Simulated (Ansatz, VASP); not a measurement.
## PbS: VASP beside Ansatz

```
Pb S
1.0
     0.00000    2.69262    2.69262
     2.69262    0.00000    2.69262
     2.69262    2.69262    0.00000
Pb S
1 1
Direct
  0.00000 0.00000 0.00000
  0.50000 0.50000 0.50000
```

Change from the starting cell: volume scaled by 0.72, PAW files.

Alike in both runs: task single point; functional PBE; k mesh 14 × 14 × 14; occupations fermi-dirac, width 0.1 eV; no spin polarisation.

|  | VASP | Ansatz |
| --- | --- | --- |
| version | VASP 6.6.1 | Ansatz 0.2.0 |
| potentials or method | VASP PAW PBE potentials, release 64 (Pb_d, S) | PAW with Ansatz's default frozen-core files, scalar-relativistic |
| plane-wave cutoff (eV) | 520 | 420 |
| valence electrons in the cell | 20 | 20 |

|  | VASP | Ansatz | Ansatz less VASP |
| --- | --- | --- | --- |
| pressure (GPa) | 34.4 | 34.5 | +0.11 |

Both programs put the cell under a high pressure, so it lies far from rest at this level.

Neither program's run includes spin-orbit coupling.
